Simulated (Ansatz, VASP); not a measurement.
## Cu in VASP and in Ansatz

The input POSCAR:

```
Cu
1.0
    0.0000000000      1.5789966900      2.3684950350
    1.5789966900      0.0000000000      2.3684950350
    1.5789966900      1.5789966900      0.0000000000
Cu
1
Direct
    0.0000000000      0.0000000000      0.0000000000
```

Contents of INCAR.step1:

```
PREC     = Accurate       # precision mode
ENCUT    = 520            # plane-wave cutoff, eV
ISMEAR   = 0              # smearing method
SIGMA    = 0.15           # smearing width, eV
LREAL    = False          # projectors in reciprocal space
LASPH    = True           # aspherical terms in the spheres
NELM     = 60             # most SCF steps
NBANDS   = 12             # bands
GGA      = PE             # functional
ALGO     = Normal         # electronic algorithm
EDIFF    = 1E-4           # SCF threshold, eV
LWAVE    = True           # write WAVECAR
LCHARG   = False          # write CHGCAR
```

File INCAR.step2:

```
PREC     = Accurate       # precision mode
ENCUT    = 520            # plane-wave cutoff, eV
EDIFF    = 1E-7           # SCF threshold, eV
ISMEAR   = 0              # smearing method
SIGMA    = 0.15           # smearing width, eV
LREAL    = False          # projectors in reciprocal space
LASPH    = True           # aspherical terms in the spheres
NELM     = 60             # most SCF steps
ALGO     = Normal         # electronic algorithm
ISIF     = 2              # what is computed and relaxed
LWAVE    = False          # write WAVECAR
LCHARG   = False          # write CHGCAR
METAGGA  = R2SCAN         # meta-GGA
LMIXTAU  = True         
NBANDS   = 12             # bands
ISTART   = 1
```

File KPOINTS:

```
Automatic mesh
0
Gamma
  24 24 24
```

Input for Ansatz:

```yaml
crystal:
  lattice:
    - [0.0, 1.57899669, 2.368495035]
    - [1.57899669, 0.0, 2.368495035]
    - [1.57899669, 1.57899669, 0.0]
  atoms:
    - { symbol: Cu, position: [0.0, 0.0, 0.0] }
basis:
  ecutwfc: 500
kpoints:
  mp_grid: { grid: [24, 24, 24] }
hamiltonian:
  xc: r2scan
scf:
  occupations: { method: gaussian, width: 0.15 }
output:
  forces: true
  stress: true
  eigenvalues: true
```

Alike in both runs: task single point; functional r2SCAN; k mesh 24 × 24 × 24; occupations gaussian, width 0.15 eV; no spin polarisation.

|  | VASP | Ansatz |
| --- | --- | --- |
| version | VASP 6.6.1 | Ansatz 0.2.0 |
| potentials or method | VASP PAW PBE potentials, release 64 (Cu), cutoff 520 eV | scalar-relativistic, plane waves, PAW |
| valence electrons in the cell | 11 | 19 |

```csv
,VASP,Ansatz,Ansatz less VASP
gap on the k mesh at the Fermi level (eV),none,none,-
pressure (GPa),12.3,11.7,-0.68
"traceless stress, the component that is largest in VASP (GPa)",-38.17,-37.95,+0.216
```

VASP's potentials were made for PBE, not for r2SCAN. A gap of «none» marks a metal or a gap that the smearing closes. VASP's potentials hold 11 valence electrons a cell and Ansatz's 19, so a difference there can come from the potentials and not from the codes.
